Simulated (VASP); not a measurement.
# Ba8Ti8O23 (a cell with a defect) in VASP: single point with PBE

Aim: the single point of Ba8Ti8O23 (a cell with a defect) with PBE.

Everything below comes from runs of VASP 6.6.1. Logs are shortened: lines on timing, memory, paths and dates and some standing lists are left out, and cuts for length are marked.

## 1. The cell of the first run

The cell holds a defect, 39 atoms: a = 7.968 Å, b = 8.037 Å, c = 8.037 Å, α = 89.82°, β = 90.00°, γ = 90.00°.

## 2. Single point, PBE

INCAR

```
SYSTEM = Ba8Ti8O23
ALGO = Normal
EDIFF = 1E-6
ENCUT = 520
GGA = PE
GGA_COMPAT = .False.
ISIF = 2
ISMEAR = 0
KPAR = 2
LASPH = .True.
LCHARG = .True.
LREAL = Auto
LVHAR = .True.
LWAVE = .False.
NBANDS = 182
NCORE = 2
NELECT = 312.0
NELM = 120
PREC = Accurate
SIGMA = 0.02
```

KPOINTS

```
k-points
0
Gamma
  2 2 2
  0 0 0
```

POSCAR

```
Ba8Ti8O23
1.0
    7.9682000000      0.0000000000      0.0000000000
    0.0000000000      5.6741000000      5.6916000000
    0.0000000000     -5.6741000000      5.6916000000
Ba Ti O
8 8 23
Direct
    0.0064965739     -0.0035737910      0.0031220727
    0.0055057604     -0.0015300239      0.5028452955
    0.0041336814      0.5084049747      0.0022045200
    0.0046744560      0.5099686289      0.5023173715
    0.4935034261     -0.0035737910      0.0031220727
    0.4944942396     -0.0015300239      0.5028452955
    0.4958663186      0.5084049747      0.0022045200
    0.4953255440      0.5099686289      0.5023173715
    0.2500000000      0.2602236626      0.2584524566
    0.2500000000      0.2593610840      0.7648987023
    0.2500000000      0.7606742445      0.2590708184
    0.2500000000      0.7608787008      0.7577686040
    0.7500000000      0.2581089665      0.2715382328
    0.7500000000      0.2577023698      0.7278386029
    0.7500000000      0.7644360934      0.2586110287
    0.7500000000      0.7645058880      0.7643673638
   -0.0082323486      0.2441344461      0.2360071661
    0.2500000000      0.2453755145      0.4893437209
    0.2500000000      0.4900807457      0.2471010661
   -0.0082155317      0.2432934958      0.7603494166
    0.2500000000      0.2459726844      0.9929863078
    0.2500000000      0.4889331721      0.7453854729
   -0.0006039005      0.7460727092      0.2464805272
    0.2500000000      0.7464841789      0.4929581572
    0.2500000000      0.9915373868      0.2470013370
   -0.0013540072      0.7464668341      0.7447944984
    0.2500000000      0.7465466297      0.9915983559
    0.2500000000      0.9923011911      0.7453915491
    0.5082323486      0.2441344461      0.2360071661
    0.7500000000      0.2512913121      0.4994476717
    0.7500000000      0.4835434283      0.2352832637
    0.5082155317      0.2432934958      0.7603494166
    0.7500000000      0.4829529665      0.7625981966
    0.5006039005      0.7460727092      0.2464805272
    0.7500000000      0.7484852415      0.4897309016
    0.7500000000      0.9996953555      0.2383141673
    0.5013540072      0.7464668341      0.7447944984
    0.7500000000      0.7480405481      0.9927167082
    0.7500000000      1.0000188149      0.7593802996
```

Potentials or basis: VASP PAW PBE potentials, release 64 (Ba_sv, Ti_sv, O).

Command:

```
$ cat potpaw_PBE.64/Ba_sv/POTCAR potpaw_PBE.64/Ti_sv/POTCAR potpaw_PBE.64/O/POTCAR > POTCAR
$ mpirun -np 4 vasp_std > vasp.out
```

OUTCAR:

```text
SYSTEM = Ba8Ti8O23
   EDIFF = 1E-6
   ENCUT = 520
   GGA = PE
   ISIF = 2
   ISMEAR = 0
   LASPH = .True.
   LREAL = Auto
   NELECT = 312.0
   NELM = 120
   PREC = Accurate

 ion  position               nearest neighbor table
   1  0.006  0.996  0.003-  17 2.74  25 2.76  20 2.78  36 2.78  21 2.79  27 2.79  23 2.80  39 2.83
                            28 2.84  38 2.86  26 2.89  12 3.36  16 3.37  11 3.40  15 3.44  10 3.45
   2  0.006  0.998  0.503-  28 2.76  18 2.78  26 2.80  24 2.81  25 2.83  20 2.86  35 2.86  30 2.88
                            23 2.90  39 2.90  17 2.91  36 2.94  11 3.36  15 3.40  12 3.41  14 3.43
   3  0.004  0.508  0.002-  27 2.74  23 2.74  31 2.77  19 2.78  38 2.80  33 2.80  26 2.81  17 2.83
                            22 2.85  21 2.88  20 2.89  10 3.39  12 3.43  16 3.46   9 3.47  11 3.50
   4  0.005  0.510  0.502-  26 2.73  24 2.73  22 2.77  35 2.79  23 2.79  19 2.84  18 2.89  30 2.91
                            33 2.92  31 2.96  20 2.98  17 3.03  14 3.39  13 3.42  11 3.42   9 3.42
   5  0.494  0.996  0.003-  29 2.74  25 2.76  32 2.78  36 2.78  21 2.79  27 2.79  34 2.80  39 2.83
                            28 2.84  38 2.86  37 2.89  12 3.36  16 3.37  11 3.40  15 3.44  10 3.45
   6  0.494  0.998  0.503-  28 2.76  18 2.78  37 2.80  24 2.81  25 2.83  32 2.86  35 2.86  30 2.88
                            34 2.90  39 2.90  29 2.91  36 2.94  11 3.36  15 3.40  12 3.41  14 3.43
   7  0.496  0.508  0.002-  27 2.74  34 2.74  31 2.77  19 2.78  38 2.80  33 2.80  37 2.81  29 2.83
                            22 2.85  21 2.88  32 2.89  10 3.39  12 3.43  16 3.46   9 3.47  11 3.50
   8  0.495  0.510  0.502-  37 2.73  24 2.73  22 2.77  35 2.79  34 2.79  19 2.84  18 2.89  30 2.91
                            33 2.92  31 2.96  32 2.98  29 3.03  14 3.39  13 3.42  11 3.42   9 3.42
   9  0.250  0.260  0.258-  19 1.85  18 1.86  17 2.07  29 2.07  21 2.14  25 2.16   4 3.42   8 3.42
                             7 3.47   3 3.47   2 3.47   6 3.47   5 3.54   1 3.54
  10  0.250  0.259  0.765-  21 1.84  22 1.85  20 2.06  32 2.06  28 2.15  18 2.22   3 3.39   7 3.39
                             5 3.45   1 3.45   4 3.51   8 3.51   2 3.56   6 3.56
  11  0.250  0.761  0.259-  25 1.86  24 1.88  23 2.00  34 2.00  27 2.15  19 2.18   2 3.36   6 3.36
                             5 3.40   1 3.40   4 3.42   8 3.42   7 3.50   3 3.50
  12  0.250  0.761  0.758-  28 1.86  27 1.88  26 2.01  37 2.01  24 2.13  22 2.19   1 3.36   5 3.36
                             2 3.41   6 3.41   3 3.43   7 3.43   4 3.48   8 3.48
  13  0.750  0.258  0.272-  30 1.83  31 1.83  17 1.95  29 1.95  36 2.09   8 3.42   4 3.42   2 3.45
                             6 3.45   3 3.58   7 3.58   1 3.64   5 3.64
  14  0.750  0.258  0.728-  33 1.83  30 1.84  32 1.95  20 1.95  39 2.09   8 3.39   4 3.39   2 3.43
                             6 3.43   3 3.61   7 3.61   1 3.67   5 3.67
  15  0.750  0.764  0.259-  35 1.86  36 1.90  23 2.00  34 2.00  38 2.14  31 2.27   2 3.40   6 3.40
                             5 3.44   1 3.44   4 3.48   8 3.48   7 3.55   3 3.55
  16  0.750  0.765  0.764-  38 1.84  39 1.89  26 1.99  37 1.99  35 2.21  33 2.26   1 3.37   5 3.37
                             3 3.46   7 3.46   6 3.47   2 3.47   4 3.57   8 3.57
  17  0.992  0.244  0.236-  13 1.95   9 2.07   1 2.74   3 2.83   2 2.91   4 3.03
  18  0.250  0.245  0.489-   9 1.86  10 2.22   2 2.78   6 2.78   4 2.89   8 2.89
  19  0.250  0.490  0.247-   9 1.85  11 2.18   3 2.78   7 2.78   4 2.84   8 2.84
  20  0.992  0.243  0.760-  14 1.95  10 2.06   1 2.78   2 2.86   3 2.89   4 2.98
  21  0.250  0.246  0.993-  10 1.84   9 2.14   1 2.79   5 2.79   3 2.88   7 2.88
  22  0.250  0.489  0.745-  10 1.85  12 2.19   4 2.77   8 2.77   7 2.85   3 2.85
[... 15 lines left out ...]
  38  0.750  0.748  0.993-  16 1.84  15 2.14   3 2.80   7 2.80   5 2.86   1 2.86
  39  0.750  0.000  0.759-  16 1.89  14 2.09   1 2.83   5 2.83   2 2.90   6 2.90

  LATTYP: Found a base centered orthorhombic cell.
 ALAT       =    11.3482000000
 B/A-ratio  =     1.0030841896
 C/A-ratio  =     0.7021554079

  Lattice vectors:

 A1 = (   0.0000000000,   5.6741000000,  -5.6916000000)
 A2 = (   0.0000000000,   5.6741000000,   5.6916000000)
 A3 = (   7.9682000000,   0.0000000000,   0.0000000000)

Analysis of symmetry for initial positions (statically):
=====================================================================
 Subroutine PRICEL returns:
 Original cell was already a primitive cell.

 Routine SETGRP: Setting up the symmetry group for a
 base centered orthorhombic supercell.

 Subroutine GETGRP returns: Found  2 space group operations
 (whereof  1 operations were pure point group operations)
 out of a pool of  8 trial point group operations.

The static configuration has the point symmetry C_1 .
 The point group associated with its full space group is C_1h.

Analysis of symmetry for dynamics (positions and initial velocities):
=====================================================================
 Subroutine PRICEL returns:
 Original cell was already a primitive cell.

 Routine SETGRP: Setting up the symmetry group for a
 base centered orthorhombic supercell.

 Subroutine GETGRP returns: Found  2 space group operations
[... 126 lines left out ...]
     0.000000000  0.000000000  0.000000000

 Subroutine IBZKPT returns following result:
 ===========================================

 Found      8 irreducible k-points:

 Following reciprocal coordinates:
            Coordinates               Weight
  0.000000  0.000000  0.000000      1.000000
  0.500000  0.000000  0.000000      1.000000
  0.000000  0.500000  0.000000      1.000000
  0.000000  0.000000  0.500000      1.000000
  0.500000  0.500000  0.000000      1.000000
  0.500000  0.000000  0.500000      1.000000
  0.000000  0.500000  0.500000      1.000000
  0.500000  0.500000  0.500000      1.000000
   k-points           NKPTS =      8   k-points in BZ     NKDIM =      8   number of bands    NBANDS=    182
   number of dos      NEDOS =    301   number of ions     NIONS =     39
   total plane-waves  NPLWV = 216000
   dimension x,y,z NGX =    60 NGY =   60 NGZ =   60
   dimension x,y,z NGXF=   120 NGYF=  120 NGZF=  120
   ions per type =               8   8  23
   NGX,Y,Z   is equivalent  to a cutoff of  12.52, 12.41, 12.41 a.u.
   NGXF,Y,Z  is equivalent  to a cutoff of  25.04, 24.82, 24.82 a.u.
 SYSTEM =  Ba8Ti8O23
   PREC   = accura    normal or accurate (medium, high low for compatibility)
   ISTART =      0    job   : 0-new  1-cont  2-samecut
   ICHARG =      2    charge: 1-file 2-atom 10-const
   ISPIN  =      1    spin polarized calculation?
   LNONCOLLINEAR =      F non collinear calculations
   LSORBIT =      F    spin-orbit coupling
   LASPH  =      T    aspherical Exc in radial PAW
   ENCUT  =  520.0 eV  38.22 Ry    6.18 a.u.  14.82 14.94 14.94*2*pi/ulx,y,z
   NELM   =    120;   NELMIN=  2; NELMDL= -5     # of ELM steps
   EDIFF  = 0.1E-05   stopping-criterion for ELM
   LREAL  =      T    real-space projection
   EDIFFG = 0.1E-04   stopping-criterion for IOM
   NSW    =      0    number of steps for IOM
   IBRION =     -1    ionic relax: 0-MD 1-quasi-New 2-CG
   NFREE  =      0    steps in history (QN), initial steepest desc. (CG)
   ISIF   =      2    stress and relaxation
   ISYM   =      2    0-nonsym 1-usesym 2-fastsym
   POTIM  = 0.5000    time-step for ionic-motion
   TEBEG  =    0.0;   TEEND  =   0.0 temperature during run
   PSTRESS=    0.0 pullay stress
   NELECT =     312.0000    total number of electrons
   NUPDOWN=      -1.0000    fix difference up-down
   EMIN   =  10.00;   EMAX   =-10.00  energy-range for DOS
   EFERMI =   0.00;   METHOD = LEGACY
   ISMEAR =     0;   SIGMA  =   0.02  broadening in eV -4-tet -1-fermi 0-gaus
   EFERMI_NEDOS =   21; number of points for ismear=-14 and -15
   IALGO  =     38    algorithm
   IMIX   =      4    mixing-type and parameters
     AMIX     =   0.40;   BMIX     =  1.00
     AMIX_MAG =   1.60;   BMIX_MAG =  1.00
  volume/ion in A,a.u.               =      13.20        89.05
  Fermi-wavevector in a.u.,A,eV,Ry     =   1.385540  2.618292 26.119403  1.919722
  Thomas-Fermi vector in A             =   2.509941
   LORBIT       =      0    0 simple, 1 ext, 2 COOP (PROOUT), +10 PAW based schemes
   GGA     = PE    functional components
   LHFCALC =     F    Hartree Fock is set to
   AEXX    =    0.0000 exact exchange contribution
   IVDW    =     0    specifies the selected vdW correction
   LEPSILON=     F    determine dielectric tensor
   LRPA    =     F    only Hartree local field effects (RPA)
 non-spin polarized calculation
 Gauss-broadening in eV      SIGMA  =   0.02
  energy-cutoff  :      520.00
  volume of cell :      514.66
 maximum number of plane-waves:     13884
 NGX is ok and might be reduce to    60
   NGX = 29   NGY = 29   NGZ = 29

 number of electron     311.9999941 magnetization

 Free energy of the ion-electron system (eV)
  ---------------------------------------------------
  ext. energy  EPLUGINS =         0.00000000
  ---------------------------------------------------
  free energy    TOTEN  =      -321.60170592 eV

  energy without entropy =     -321.60170592  energy(sigma->0) =     -321.60170592

 E-fermi :   3.9882     XC(G=0): -11.0570

 val. band max:        3.7543560627   @ k =   0.0000   0.0000   0.0000
 cond. band min:       5.8410392766   @ k =   0.0000   0.0000   0.0000
 fundamental gap:      2.0866832139
 Fermi energy:         3.9882248686

 k-point     1 :       0.0000    0.0000    0.0000
  band No.  band energies     occupation
      1     -52.8307      2.00000
      2     -52.8223      2.00000
      3     -52.7433      2.00000
      4     -52.7421      2.00000
      5     -52.7215      2.00000
      6     -52.7168      2.00000
[... 1357 lines left out ...]
    167       7.0457      0.00000
    168       7.0661      0.00000
 [bands above 168 left out]

------------------------ aborting loop because EDIFF is reached ----------------------------------------

  FORCE on cell =-STRESS in cart. coord.  units (eV):
  Direction    XX          YY          ZZ          XY          YZ          ZX
  --------------------------------------------------------------------------------------
  -------------------------------------------------------------------------------------
  Total       -2.0960234      5.8213060      5.9395030      0.0000000     -1.6327459      0.0000000
  in kB       -6.5250693     18.1221381     18.4900937      0.0000000     -5.0828536      0.0000000
  external PRESSURE =      10.0290542 kB  Pullay stress =       0.0000000 kB

 VOLUME and BASIS-vectors are now :
 -----------------------------------------------------------------------------
  energy-cutoff  :      520.00
  volume of cell :      514.66
      direct lattice vectors                 reciprocal lattice vectors
     7.968200000  0.000000000  0.000000000     0.125498858  0.000000000  0.000000000
     0.000000000  5.674100000  5.691600000     0.000000000  0.088119702  0.087848760
     0.000000000 -5.674100000  5.691600000     0.000000000 -0.088119702  0.087848760

 POSITION                                       TOTAL-FORCE (eV/Angst)
 -----------------------------------------------------------------------------------
      0.05177      5.63611      5.68903        -0.034744      0.025427     -0.008138
      0.04387      2.81222      8.54489        -0.048157      0.028534      0.002381
      0.03294      2.87223      2.90619        -0.016437     -0.016844     -0.053773
      0.03725      0.04341      5.76153        -0.046804     -0.041709     -0.059064
      3.93233      5.63611      5.68903         0.034744      0.025427     -0.008138
      3.94023      2.81222      8.54489         0.048157      0.028534      0.002381
[... 31 lines left out ...]
      5.97615     -1.38832      9.90769        -0.000000     -0.040743      0.050820
      5.97615     -4.30869      4.32220        -0.000000      0.037971      0.027606
 -----------------------------------------------------------------------------------
    total drift:                               -0.000000     -0.021586     -0.077404

  FREE ENERGIE OF THE ION-ELECTRON SYSTEM (eV)
  ---------------------------------------------------
  free  energy   TOTEN  =      -321.6017059157 eV

  energy  without entropy=     -321.6017059157  energy(sigma->0) =     -321.60170592
```

Run time: 10 min. Hardware: 4 MPI ranks of AMD EPYC 7R43 (Zen 3), shared host; peak memory 0.44 GiB.

What came out:

- Free energy: -321.6017 eV
- Largest force: 0.101 eV/Å

Forces in eV/Å, atoms in the order of the input:
```
Ba  -0.035  0.025 -0.008
Ba  -0.048  0.029  0.002
Ba  -0.016 -0.017 -0.054
Ba  -0.047 -0.042 -0.059
Ba   0.035  0.025 -0.008
Ba   0.048  0.029  0.002
Ba   0.016 -0.017 -0.054
Ba   0.047 -0.042 -0.059
Ti   0.000 -0.007 -0.086
Ti   0.000  0.018 -0.083
Ti   0.000 -0.015 -0.068
Ti   0.000 -0.008 -0.083
Ti   0.000 -0.006 -0.075
Ti   0.000 -0.077  0.000
Ti   0.000 -0.003 -0.076
Ti   0.000  0.012 -0.100
O    0.007 -0.008  0.032
O    0.000 -0.040  0.056
O    0.000  0.032  0.051
O    0.009  0.019  0.003
O    0.000 -0.039  0.055
O    0.000  0.043  0.050
O   -0.002  0.000  0.021
O    0.000 -0.013  0.042
O    0.000  0.026  0.053
O   -0.003  0.001  0.021
O    0.000 -0.034  0.045
O    0.000  0.027  0.045
O   -0.007 -0.008  0.032
O    0.000  0.005 -0.008
O    0.000  0.032  0.055
O   -0.009  0.019  0.003
O    0.000  0.052  0.037
O    0.002  0.000  0.021
O    0.000 -0.041  0.052
O    0.000  0.023  0.044
O    0.003  0.001  0.021
O    0.000 -0.041  0.051
O    0.000  0.038  0.028
```

Caveat: the cell carries a net charge on a neutralising background, which shifts energy and pressure; the cell is charged against a uniform background, so pressure and absolute levels hang on convention; spin-orbit coupling is left out, which moves the levels of the heavy elements.
